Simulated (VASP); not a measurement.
A run of VASP 6.6.1 is set up as follows.

The input INCAR:

```
SYSTEM = Os
PREC = Accurate
ENCUT = 520
EDIFF = 1E-7
ISMEAR = -1
SIGMA = 0.05
LREAL = .False.
LASPH = .True.
NELM = 100
ALGO = Normal
ISIF = 2
LWAVE = .False.
LCHARG = .True.
GGA = PS
LELF = .True.
LVHAR = .True.
NBANDS = 10
```

KPOINTS

```
Automatic mesh
0
Gamma
  14 14 14
  0 0 0
```

File POSCAR:

```
Os
1.0
    0.0000000000      1.8866500000      1.9450000000
    1.8866500000      0.0000000000      1.9450000000
    1.8866500000      1.8866500000      0.0000000000
Os
1
Direct
    0.0000000000      0.0000000000      0.0000000000
```

Potentials or basis: VASP PAW PBE potentials, release 64 (Os).

The run is started by

```bash
$ cat potpaw_PBE.64/Os/POTCAR > POTCAR
$ mpirun -np 1 vasp_std > vasp.out
```

(1) What does it give for the pressure?

(2) Predict the band gap on the k mesh.

Results:

(1) 4.0 GPa.

(2) zero (band 4 reaches 11.93 eV, above the bottom of band 5 at 7.94 eV).

Caveat: the cell differs from its parent crystal (equal xx and yy strain of -3 %); the PAW data sets were made with another functional, which shifts forces and pressure a little; spin-orbit coupling is left out, which moves the levels of the heavy elements.
